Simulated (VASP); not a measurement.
# Sr6Sn2NO (Fm-3m) in VASP: further runs

Runs on Sr6Sn2NO. Level: LDA. Tasks: single point.

Program: VASP 6.6.1. These are calculated values, not measurements. Logs are shortened: lines on timing, memory, paths and dates and some standing lists are left out, and cuts for length are marked.

## 1. The cell of the first run

The structure is cubic, space group Fm-3m (No. 225). Conventional cell: a = 9.886 Å, b = 9.886 Å, c = 9.886 Å, α = 90.00°, β = 90.00°, γ = 90.00°. Sr (site symmetry 4mm) has 1 N at 2.45 Å and 1 O at 2.49 Å within 3.2 Å. Within 4.6 Å of Sn (site symmetry -43m) lie 12 Sr at 3.50 Å and 4 N at 4.28 Å and 4 O at 4.28 Å. Within 3.2 Å of N (site symmetry m-3m) lie 6 Sr at 2.45 Å. O (site symmetry m-3m) has 6 Sr at 2.49 Å within 3.3 Å.

## 2. Single point, LDA

INCAR reads:

```
SYSTEM = Sr6Sn2NO
PREC = Accurate ; ENCUT = 520
EDIFF = 1E-6 ; ISMEAR = 0
SIGMA = 0.05 ; LREAL = .False.
LASPH = .True. ; NELM = 100
ALGO = Normal ; ISIF = 2
LWAVE = .False. ; LCHARG = .False.
NBANDS = 60
```

KPOINTS reads:

```
Automatic mesh
0
Gamma
  4 4 4
  0 0 0
```

POSCAR reads:

```
Sr6Sn2NO
1.0
    0.0000000000      4.9428267163      4.9428267163
    4.9428267163      0.0000000000      4.9428267163
    4.9428267163      4.9428267163      0.0000000000
Sr Sn N O
6 2 1 1
Direct
    0.2479640000      0.7520360000      0.7520360000
    0.2479640000      0.7520360000      0.2479640000
    0.7520360000      0.2479640000      0.7520360000
    0.7520360000      0.7520360000      0.2479640000
    0.2479640000      0.2479640000      0.7520360000
    0.7520360000      0.2479640000      0.2479640000
    0.2500000000      0.2500000000      0.2500000000
    0.7500000000      0.7500000000      0.7500000000
    0.0000000000      0.0000000000      0.0000000000
    0.5000000000      0.5000000000      0.5000000000
```

Potentials or basis: VASP PAW LDA potentials, release 64 (Sr_sv, Sn_d, N, O).

On the command line:

```
> cat potpaw_LDA.64/Sr_sv/POTCAR potpaw_LDA.64/Sn_d/POTCAR potpaw_LDA.64/N/POTCAR potpaw_LDA.64/O/POTCAR > POTCAR
> mpirun -np 1 vasp_std > vasp.out
```

OUTCAR:

```text
SYSTEM = Sr6Sn2NO
   PREC = Accurate
   ENCUT = 520
   EDIFF = 1E-6
   ISMEAR = 0
   LREAL = .False.
   LASPH = .True.
   NELM = 100
   ISIF = 2

 ion  position               nearest neighbor table
   1  0.248  0.752  0.752-   9 2.45  10 2.49   4 3.47   5 3.47   2 3.47   3 3.47   8 3.50   8 3.50
                             7 3.50   7 3.50   2 3.52   3 3.52   5 3.52   4 3.52   6 4.90   6 4.94
   2  0.248  0.752  0.248-   9 2.45  10 2.49   5 3.47   6 3.47   1 3.47   4 3.47   7 3.50   8 3.50
                             8 3.50   7 3.50   4 3.52   6 3.52   5 3.52   1 3.52   3 4.90   3 4.94
   3  0.752  0.248  0.752-   9 2.45  10 2.49   5 3.47   6 3.47   1 3.47   4 3.47   8 3.50   8 3.50
                             7 3.50   7 3.50   4 3.52   1 3.52   5 3.52   6 3.52   2 4.90   2 4.94
   4  0.752  0.752  0.248-   9 2.45  10 2.49   3 3.47   6 3.47   1 3.47   2 3.47   8 3.50   8 3.50
                             7 3.50   7 3.50   3 3.52   1 3.52   2 3.52   6 3.52   5 4.90   5 4.94
   5  0.248  0.248  0.752-   9 2.45  10 2.49   3 3.47   6 3.47   1 3.47   2 3.47   7 3.50   8 3.50
                             8 3.50   7 3.50   6 3.52   1 3.52   3 3.52   2 3.52   4 4.90   4 4.94
   6  0.752  0.248  0.248-   9 2.45  10 2.49   4 3.47   5 3.47   2 3.47   3 3.47   7 3.50   8 3.50
                             8 3.50   7 3.50   3 3.52   2 3.52   5 3.52   4 3.52   1 4.90   1 4.94
   7  0.250  0.250  0.250-   3 3.50   4 3.50   6 3.50   1 3.50   2 3.50   4 3.50   1 3.50   3 3.50
                             5 3.50   2 3.50   5 3.50   6 3.50
   8  0.750  0.750  0.750-   1 3.50   3 3.50   4 3.50   2 3.50   4 3.50   6 3.50   3 3.50   5 3.50
                             6 3.50   1 3.50   2 3.50   5 3.50
   9  0.000  0.000  0.000-   1 2.45   2 2.45   3 2.45   4 2.45   5 2.45   6 2.45
  10  0.500  0.500  0.500-   1 2.49   2 2.49   3 2.49   4 2.49   5 2.49   6 2.49

  LATTYP: Found a face centered cubic cell.
 ALAT       =     9.8856534326

  Lattice vectors:

 A1 = (   0.0000000000,   4.9428267163,   4.9428267163)
 A2 = (   4.9428267163,   0.0000000000,   4.9428267163)
 A3 = (   4.9428267163,   4.9428267163,   0.0000000000)

Analysis of symmetry for initial positions (statically):
=====================================================================
 Subroutine PRICEL returns:
 Original cell was already a primitive cell.

 Routine SETGRP: Setting up the symmetry group for a
 face centered cubic supercell.

 Subroutine GETGRP returns: Found 48 space group operations
 (whereof 48 operations were pure point group operations)
 out of a pool of 48 trial point group operations.

The static configuration has the point symmetry O_h .

Analysis of symmetry for dynamics (positions and initial velocities):
=====================================================================
 Subroutine PRICEL returns:
 Original cell was already a primitive cell.

 Routine SETGRP: Setting up the symmetry group for a
 face centered cubic supercell.

 Subroutine GETGRP returns: Found 48 space group operations
 (whereof 48 operations were pure point group operations)
 out of a pool of 48 trial point group operations.

The dynamic configuration has the point symmetry O_h .

 Subroutine INISYM returns: Found 48 space group operations
 (whereof 48 operations are pure point group operations),
 and found     1 'primitive' translations

----------------------------------------------------------------------------------------

                                     Primitive cell

  volume of cell :     241.5217

  direct lattice vectors                    reciprocal lattice vectors
     0.000000000  4.942826716  4.942826716    -0.101156692  0.101156692  0.101156692
     4.942826716  0.000000000  4.942826716     0.101156692 -0.101156692  0.101156692
     4.942826716  4.942826716  0.000000000     0.101156692  0.101156692 -0.101156692

  length of vectors
     6.990212579  6.990212579  6.990212579     0.175208530  0.175208530  0.175208530

  position of ions in fractional coordinates (direct lattice)
     0.247964000  0.752036000  0.752036000
     0.247964000  0.752036000  0.247964000
     0.752036000  0.247964000  0.752036000
     0.752036000  0.752036000  0.247964000
     0.247964000  0.247964000  0.752036000
     0.752036000  0.247964000  0.247964000
     0.250000000  0.250000000  0.250000000
     0.750000000  0.750000000  0.750000000
     0.000000000  0.000000000  0.000000000
     0.500000000  0.500000000  0.500000000

  ion indices of the primitive-cell ions
   primitive index   ion index
                 1           1
                 2           2
                 3           3
                 4           4
                 5           5
                 6           6
                 7           7
                 8           8
                 9           9
                10          10

----------------------------------------------------------------------------------------

 KPOINTS: Automatic mesh

Automatic generation of k-mesh.
 Grid dimensions read from file:
 generate k-points for:    4    4    4

 Generating k-lattice:

  Cartesian coordinates                     Fractional coordinates (reciprocal lattice)
    -0.025289173  0.025289173  0.025289173     0.250000000  0.000000000  0.000000000
     0.025289173 -0.025289173  0.025289173     0.000000000  0.250000000  0.000000000
     0.025289173  0.025289173 -0.025289173     0.000000000  0.000000000  0.250000000

  Length of vectors
     0.043802133  0.043802133  0.043802133

  Shift w.r.t. Gamma in fractional coordinates (k-lattice)
     0.000000000  0.000000000  0.000000000

 Subroutine IBZKPT returns following result:
 ===========================================

 Found      8 irreducible k-points:

 Following reciprocal coordinates:
            Coordinates               Weight
  0.000000  0.000000  0.000000      1.000000
  0.250000  0.000000  0.000000      8.000000
  0.500000  0.000000  0.000000      4.000000
  0.250000  0.250000  0.000000      6.000000
  0.500000  0.250000  0.000000     24.000000
 -0.250000  0.250000  0.000000     12.000000
  0.500000  0.500000  0.000000      3.000000
 -0.250000  0.500000  0.250000      6.000000
   k-points           NKPTS =      8   k-points in BZ     NKDIM =      8   number of bands    NBANDS=     60
   number of dos      NEDOS =    301   number of ions     NIONS =     10
   total plane-waves  NPLWV = 157464
   dimension x,y,z NGX =    54 NGY =   54 NGZ =   54
   dimension x,y,z NGXF=   108 NGYF=  108 NGZF=  108
   ions per type =               6   2   1   1
   NGX,Y,Z   is equivalent  to a cutoff of  12.84, 12.84, 12.84 a.u.
   NGXF,Y,Z  is equivalent  to a cutoff of  25.69, 25.69, 25.69 a.u.
 SYSTEM =  Sr6Sn2NO
   PREC   = accura    normal or accurate (medium, high low for compatibility)
   ISTART =      0    job   : 0-new  1-cont  2-samecut
   ICHARG =      2    charge: 1-file 2-atom 10-const
   ISPIN  =      1    spin polarized calculation?
   LNONCOLLINEAR =      F non collinear calculations
   LSORBIT =      F    spin-orbit coupling
   LASPH  =      T    aspherical Exc in radial PAW
   ENCUT  =  520.0 eV  38.22 Ry    6.18 a.u.  13.00 13.00 13.00*2*pi/ulx,y,z
   NELM   =    100;   NELMIN=  2; NELMDL= -5     # of ELM steps
   EDIFF  = 0.1E-05   stopping-criterion for ELM
   LREAL  =      F    real-space projection
[... 7 lines left out ...]
   TEBEG  =    0.0;   TEEND  =   0.0 temperature during run
   PSTRESS=    0.0 pullay stress
   NELECT =      99.0000    total number of electrons
   NUPDOWN=      -1.0000    fix difference up-down
   EMIN   =  10.00;   EMAX   =-10.00  energy-range for DOS
   EFERMI =   0.00;   METHOD = LEGACY
   ISMEAR =     0;   SIGMA  =   0.05  broadening in eV -4-tet -1-fermi 0-gaus
   EFERMI_NEDOS =   21; number of points for ismear=-14 and -15
   IALGO  =     38    algorithm
   IMIX   =      4    mixing-type and parameters
     AMIX     =   0.40;   BMIX     =  1.00
     AMIX_MAG =   1.60;   BMIX_MAG =  1.00
  volume/ion in A,a.u.               =      24.15       162.99
  Fermi-wavevector in a.u.,A,eV,Ry     =   1.216096  2.298088 20.121512  1.478889
  Thomas-Fermi vector in A             =   2.351461
   LORBIT       =      0    0 simple, 1 ext, 2 COOP (PROOUT), +10 PAW based schemes
   GGA     = CA    functional components
   LHFCALC =     F    Hartree Fock is set to
   AEXX    =    0.0000 exact exchange contribution
   IVDW    =     0    specifies the selected vdW correction
   LEPSILON=     F    determine dielectric tensor
   LRPA    =     F    only Hartree local field effects (RPA)
 non-spin polarized calculation
 Gauss-broadening in eV      SIGMA  =   0.05
  energy-cutoff  :      520.00
  volume of cell :      241.52
 maximum number of plane-waves:      6588
 NGX is ok and might be reduce to    54
   NGX = 25   NGY = 25   NGZ = 25

 number of electron      98.9999986 magnetization

 Free energy of the ion-electron system (eV)
  ---------------------------------------------------
  ext. energy  EPLUGINS =         0.00000000
  ---------------------------------------------------
  free energy    TOTEN  =       -47.05098399 eV

  energy without entropy =      -47.03362644  energy(sigma->0) =      -47.04230522

 E-fermi :   3.8489     XC(G=0): -10.1114

 val. band max:        3.8262193227   @ k =  -0.2500   0.2500   0.0000
 cond. band min:       3.8624398969   @ k =   0.2500   0.0000   0.0000
 fundamental gap:      0.0362205742
 Fermi energy:         3.8488941205

 k-point     1 :       0.0000    0.0000    0.0000
  band No.  band energies     occupation
      1     -30.4114      2.00000
      2     -30.2721      2.00000
      3     -30.2721      2.00000
      4     -30.2721      2.00000
      5     -30.2075      2.00000
      6     -30.2075      2.00000
[... 52 lines left out ...]
     59       7.0392      0.00000
     60       7.8289      0.00000

 k-point     2 :       0.2500    0.0000    0.0000
  band No.  band energies     occupation
      1     -30.3914      2.00000
      2     -30.2927      2.00000
      3     -30.2628      2.00000
      4     -30.2628      2.00000
      5     -30.2170      2.00000
      6     -30.2170      2.00000
[... 52 lines left out ...]
     59       7.5409      0.00000
     60       7.5409      0.00000

 k-point     3 :       0.5000    0.0000    0.0000
  band No.  band energies     occupation
      1     -30.3466      2.00000
      2     -30.3383      2.00000
      3     -30.2424      2.00000
      4     -30.2424      2.00000
      5     -30.2376      2.00000
      6     -30.2376      2.00000
[... 52 lines left out ...]
     59       7.6247      0.00000
     60       7.6309      0.00000

 k-point     4 :       0.2500    0.2500    0.0000
  band No.  band energies     occupation
      1     -30.3855      2.00000
      2     -30.2736      2.00000
      3     -30.2725      2.00000
      4     -30.2725      2.00000
      5     -30.2328      2.00000
      6     -30.2071      2.00000
[... 52 lines left out ...]
     59       7.5824      0.00000
     60       7.5824      0.00000

 k-point     5 :       0.5000    0.2500    0.0000
  band No.  band energies     occupation
      1     -30.3494      2.00000
      2     -30.3130      2.00000
      3     -30.2634      2.00000
      4     -30.2587      2.00000
      5     -30.2442      2.00000
      6     -30.2164      2.00000
[... 52 lines left out ...]
     59       7.5433      0.00000
     60       7.7969      0.00000

 k-point     6 :      -0.2500    0.2500    0.0000
  band No.  band energies     occupation
      1     -30.3624      2.00000
      2     -30.3079      2.00000
      3     -30.2730      2.00000
      4     -30.2425      2.00000
      5     -30.2375      2.00000
      6     -30.2215      2.00000
[... 52 lines left out ...]
     59       7.1244      0.00000
     60       7.4474      0.00000

 k-point     7 :       0.5000    0.5000    0.0000
  band No.  band energies     occupation
      1     -30.3443      2.00000
      2     -30.2746      2.00000
      3     -30.2741      2.00000
      4     -30.2730      2.00000
      5     -30.2730      2.00000
      6     -30.2067      2.00000
[... 52 lines left out ...]
     59       7.5125      0.00000
     60       7.7220      0.00000

 k-point     8 :      -0.2500    0.5000    0.2500
  band No.  band energies     occupation
      1     -30.3283      2.00000
      2     -30.3180      2.00000
      3     -30.2735      2.00000
      4     -30.2735      2.00000
      5     -30.2272      2.00000
      6     -30.2251      2.00000
[... 52 lines left out ...]
     59       7.7381      0.00000
     60       7.8190      0.00000

------------------------ aborting loop because EDIFF is reached ----------------------------------------

  FORCE on cell =-STRESS in cart. coord.  units (eV):
  Direction    XX          YY          ZZ          XY          YZ          ZX
  --------------------------------------------------------------------------------------
  -------------------------------------------------------------------------------------
  Total        7.6655357      7.6655357      7.6655357     -0.0000000     -0.0000000      0.0000000
  in kB       50.8507008     50.8507008     50.8507008     -0.0000000     -0.0000000      0.0000000
  external PRESSURE =      50.8507008 kB  Pullay stress =       0.0000000 kB

 VOLUME and BASIS-vectors are now :
 -----------------------------------------------------------------------------
  energy-cutoff  :      520.00
  volume of cell :      241.52
      direct lattice vectors                 reciprocal lattice vectors
     0.000000000  4.942826716  4.942826716    -0.101156692  0.101156692  0.101156692
     4.942826716  0.000000000  4.942826716     0.101156692 -0.101156692  0.101156692
     4.942826716  4.942826716  0.000000000     0.101156692  0.101156692 -0.101156692

 POSITION                                       TOTAL-FORCE (eV/Angst)
 -----------------------------------------------------------------------------------
      7.43437      4.94283      4.94283        -0.225298     -0.000000     -0.000000
      4.94283      2.45129      4.94283         0.000000      0.225298     -0.000000
      4.94283      7.43437      4.94283         0.000000     -0.225298     -0.000000
      4.94283      4.94283      7.43437         0.000000     -0.000000     -0.225298
      4.94283      4.94283      2.45129         0.000000     -0.000000      0.225298
      2.45129      4.94283      4.94283         0.225298     -0.000000     -0.000000
      2.47141      2.47141      2.47141         0.000000      0.000000      0.000000
      7.41424      7.41424      7.41424        -0.000000     -0.000000     -0.000000
      0.00000      0.00000      0.00000         0.000000     -0.000000     -0.000000
      4.94283      4.94283      4.94283         0.000000      0.000000      0.000000
 -----------------------------------------------------------------------------------
    total drift:                                0.000000      0.000000      0.000000

  FREE ENERGIE OF THE ION-ELECTRON SYSTEM (eV)
  ---------------------------------------------------
  free  energy   TOTEN  =       -47.0509839900 eV

  energy  without entropy=      -47.0336264447  energy(sigma->0) =      -47.04230522
```

It took 5.4 min on 1 thread of Intel Xeon 8259CL, shared host; peak memory 0.37 GiB.

Results:

```yaml
Free_energy: -47.0510 eV
Pressure: 5.1 GPa
Largest_force: 0.225 eV/Å
Band_gap_on_the_k_mesh: zero (an odd number of electrons rules out a gap without spin polarisation)
```

Forces on the atoms (eV/Å):
```
Sr  -0.225  0.000  0.000
Sr   0.000  0.225  0.000
Sr   0.000 -0.225  0.000
Sr   0.000  0.000 -0.225
Sr   0.000  0.000  0.225
Sr   0.225  0.000  0.000
Sn   0.000  0.000  0.000
Sn   0.000  0.000  0.000
N    0.000  0.000  0.000
O    0.000  0.000  0.000
```

Levels at points of the mesh, in eV from the Fermi level:
```csv
k point,band 46,band 47,band 48,band 49,band 50,band 51,band 52,band 53,band 54,band 55
"(0.00, 0.00, 0.00)",-0.11,-0.11,0.67,0.67,1.07,1.07,1.07,1.53,1.53,1.53
"(0.50, 0.00, 0.00)",-0.81,-0.40,-0.40,-0.30,-0.30,2.29,2.29,2.37,2.37,3.30
"(0.50, 0.50, 0.00)",-0.68,-0.68,-0.46,-0.04,-0.04,2.09,2.14,3.05,3.43,3.43
```

Caveat: the cell stands under pressure; spin-orbit coupling is left out, which moves the levels of the heavy elements; an odd number of electrons without spin polarisation forces a metal; a magnetic or distorted state may lie lower.

[end of part 1 of 2]

The gap in the log of VASP goes by the Fermi energy; the results here count the filled bands.